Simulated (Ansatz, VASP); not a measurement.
**MoS2: VASP beside Ansatz**

```
CELL_PARAMETERS angstrom
6.34200 0.00000 0.00000
0.00000 10.98467 0.00000
-1.58550 -0.91539 12.22999
ATOMIC_POSITIONS crystal
Mo 0.00000 0.00000 0.00000
Mo 0.50000 0.00000 0.00000
Mo 0.25000 0.25000 0.00000
Mo 0.37500 0.12500 0.50000
Mo 0.75000 0.25000 0.00000
Mo 0.87500 0.12500 0.50000
Mo 0.50000 0.50000 0.00000
Mo 0.62500 0.37500 0.50000
Mo 0.00000 0.50000 0.00000
Mo 0.12500 0.37500 0.50000
Mo 0.75000 0.75000 0.00000
Mo 0.87500 0.62500 0.50000
Mo 0.25000 0.75000 0.00000
Mo 0.37500 0.62500 0.50000
Mo 0.12500 0.87500 0.50000
Mo 0.62500 0.87500 0.50000
S 0.28125 0.09375 0.12500
S 0.78125 0.09375 0.12500
S 0.53125 0.34375 0.12500
S 0.65625 0.21875 0.62500
S 0.03125 0.34375 0.12500
S 0.15625 0.21875 0.62500
S 0.78125 0.59375 0.12500
S 0.90625 0.46875 0.62500
S 0.28125 0.59375 0.12500
S 0.40625 0.46875 0.62500
S 0.03125 0.84375 0.12500
S 0.15625 0.71875 0.62500
S 0.53125 0.84375 0.12500
S 0.65625 0.71875 0.62500
S 0.40625 0.96875 0.62500
S 0.90625 0.96875 0.62500
S 0.09375 0.03125 0.37500
S 0.59375 0.03125 0.37500
S 0.34375 0.28125 0.37500
S 0.46875 0.15625 0.87500
S 0.84375 0.28125 0.37500
S 0.96875 0.15625 0.87500
S 0.59375 0.53125 0.37500
S 0.71875 0.40625 0.87500
S 0.09375 0.53125 0.37500
S 0.21875 0.40625 0.87500
S 0.84375 0.78125 0.37500
S 0.96875 0.65625 0.87500
S 0.34375 0.78125 0.37500
S 0.46875 0.65625 0.87500
S 0.21875 0.90625 0.87500
S 0.71875 0.90625 0.87500
```

Alike in both runs: task single point; functional PBE; k mesh 2 × 1 × 1; occupations gaussian, width 0.05 eV; no spin polarisation.

|  | VASP | Ansatz |
| --- | --- | --- |
| version | VASP 6.6.1 | Ansatz 0.2.0 |
| potentials or method | VASP PAW PBE potentials, release 64 (Mo_sv, S), cutoff 520 eV | scalar-relativistic, plane waves, PAW |
| valence electrons in the cell | 416 | 416 |

|  | VASP | Ansatz | Ansatz less VASP |
| --- | --- | --- | --- |
| gap on the k mesh at the Fermi level (eV) | none | none | - |
| rms of the force components (eV/Å) | 0.371 | 0.374 | +0.0027 |

Atom by atom the forces differ by 0.003 eV/Å (rms over components). A gap of «none» marks a metal or a gap that the smearing closes.

The k mesh is coarse, so the values compare programs but aren't converged.
